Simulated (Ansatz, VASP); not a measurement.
# One calculation of Al, two programs

```
CELL_PARAMETERS angstrom
-1.67980 1.67980 1.42783
1.67980 -1.67980 1.42783
1.67980 1.67980 -1.42783
ATOMIC_POSITIONS crystal
Al 0.00000 0.00000 0.00000
```

Alike in both runs: task single point; functional PBEsol; k mesh 24 × 24 × 24; occupations gaussian, width 0.15 eV; no spin polarisation.

|  | VASP | Ansatz |
| --- | --- | --- |
| version | VASP 6.6.1 | Ansatz 0.2.0 |
| potentials or method | VASP PAW PBE potentials, release 64 (Al), cutoff 520 eV | scalar-relativistic, plane waves, PAW |
| valence electrons in the cell | 3 | 3 |

Ansatz gave:

| Property | Result |
| --- | --- |
| gap on the k mesh at the Fermi level (eV) | none |
| pressure (GPa) | 2.4 |
| traceless stress, the component that is largest in VASP (GPa) | -0.78 |

Q: Estimate VASP's values.

A: gap on the k mesh at the Fermi level (eV): none; pressure (GPa): 2.5; traceless stress, the component that is largest in VASP (GPa): -0.77.

VASP's potentials were made for PBE, not for PBEsol. A gap of «none» marks a metal or a gap that the smearing closes.
